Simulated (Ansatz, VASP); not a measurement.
One calculation of Ti3Al, two programs

File INCAR:

```
PREC = Accurate ; ENCUT = 520
EDIFF = 1E-7 ; ISMEAR = 0
SIGMA = 0.15 ; LREAL = F
LASPH = T ; NELM = 80
ALGO = Fast ; ISIF = 2
LWAVE = F ; LCHARG = T
GGA = PE ; LELF = T
LVHAR = T ; NBANDS = 28
```

Contents of KPOINTS:

```
Automatic mesh
0
Gamma
  18 18 6
```

The input POSCAR:

```
Ti3Al
1.0
    2.9627747130      0.0000000000      0.0000000000
   -1.4813873565      2.5658381671      0.0000000000
    0.0000000000      0.0000000000      8.7861084113
Ti Al
3 1
Direct
    0.6666666667      0.3333333333      0.0000000000
    0.3333333333      0.6666666667      0.7504575700
    0.3333333333      0.6666666667      0.2495424300
    0.6666666667      0.3333333333      0.5000000000
```

Input for Ansatz:

```yaml
crystal:
  lattice:
    - [2.962774713, 0.0, 0.0]
    - [-1.4813873565, 2.5658381671, 0.0]
    - [0.0, 0.0, 8.7861084113]
  atoms:
    - { symbol: Ti, position: [0.6666666667, 0.3333333333, 0.0] }
    - { symbol: Ti, position: [0.3333333333, 0.6666666667, 0.75045757] }
    - { symbol: Ti, position: [0.3333333333, 0.6666666667, 0.24954243] }
    - { symbol: Al, position: [0.6666666667, 0.3333333333, 0.5] }
basis:
  ecutwfc: 520.0
kpoints:
  mp_grid: { grid: [18, 18, 6] }
hamiltonian:
  xc: pbe
  pseudopotentials: { kind: paw, azcp: { folder: soft_1 } }
scf:
  occupations: { method: gaussian, width: 0.15 }
output:
  forces: true
  stress: true
  eigenvalues: true
```

Alike in both runs: task single point; functional PBE; k mesh 18 × 18 × 6; occupations gaussian, width 0.15 eV; no spin polarisation.

```csv
,VASP,Ansatz
version,VASP 6.6.1,Ansatz 0.2.0
potentials or method,"VASP PAW PBE potentials, release 64 (Ti_sv, Al), cutoff 520 eV","scalar-relativistic, plane waves, PAW"
valence electrons in the cell,39,39
```

|  | VASP | Ansatz | Ansatz less VASP |
| --- | --- | --- | --- |
| gap on the k mesh at the Fermi level (eV) | none | none | - |
| pressure (GPa) | 3.6 | 3.8 | +0.21 |
| traceless stress, the component that is largest in VASP (GPa) | 6.87 | 6.94 | +0.071 |
| rms of the force components (eV/Å) | 0.025 | 0.026 | +0.0010 |

Atom by atom the forces differ by 0.001 eV/Å (rms over components). A gap of «none» marks a metal or a gap that the smearing closes.
